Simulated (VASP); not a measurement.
Crystal: TeAs2.

```
CELL_PARAMETERS angstrom
-3.55645 3.55645 2.94052
3.55645 -3.55645 2.94052
3.55645 3.55645 -2.94052
ATOMIC_POSITIONS crystal
Te 0.75000 0.25000 0.50000
Te 0.00000 0.00000 0.00000
As 0.37500 0.62500 0.25000
As 0.37500 0.12500 0.75000
As 0.37500 0.62500 0.75000
As 0.87500 0.62500 0.25000
```

* Program: VASP 6.6.1
* Task: relaxation of cell and atoms
* Functional: LDA
* Potentials or basis: VASP PAW LDA potentials, release 64 (Te, As)
* Cutoff: 600 eV
* k mesh: 8 × 8 × 8
* Occupations: gaussian, width 0.1 eV
* Spin: no spin polarisation

At the start: pressure -4.9 GPa; volume 24.80 Å³/atom.

**Question.** Where does the relaxation end?

**Answer.** Over 9 steps the energy falls by 29.7 meV/atom and the volume is 22.90 Å³/atom (-7.6 %); space group I4_1/amd (No. 141, to 0.05 Å).

The path:
| step | energy change (eV) | largest force (eV/Å) | pressure (GPa) | volume (Å³) |
| --- | --- | --- | --- | --- |
| 1 | 0.0000 | 0.0000 | -4.86 | 148.77 |
| 2 | -0.1130 | 0.0000 | 3.29 | 133.14 |
| 3 | -0.1706 | 0.0000 | -0.11 | 138.55 |
| 4 | -0.1705 | 0.0000 | 0.00 | 138.35 |
| 5 | -0.1751 | 0.0000 | 0.05 | 137.91 |
| 6 | -0.1780 | 0.0000 | 0.14 | 137.12 |
| 7 | -0.1780 | 0.0000 | 0.14 | 137.19 |
| 8 | -0.1780 | 0.0000 | -0.15 | 137.68 |
| 9 | -0.1781 | 0.0000 | 0.00 | 137.41 |

Final structure:
```
Te As
1.0
    -3.45020    3.45020    2.88584
     3.45020   -3.45020    2.88584
     3.45020    3.45020   -2.88584
Te As
2 4
Direct
  0.75000 0.25000 0.50000
  0.00000 0.00000 0.00000
  0.37500 0.62500 0.25000
  0.37500 0.12500 0.75000
  0.37500 0.62500 0.75000
  0.87500 0.62500 0.25000
```
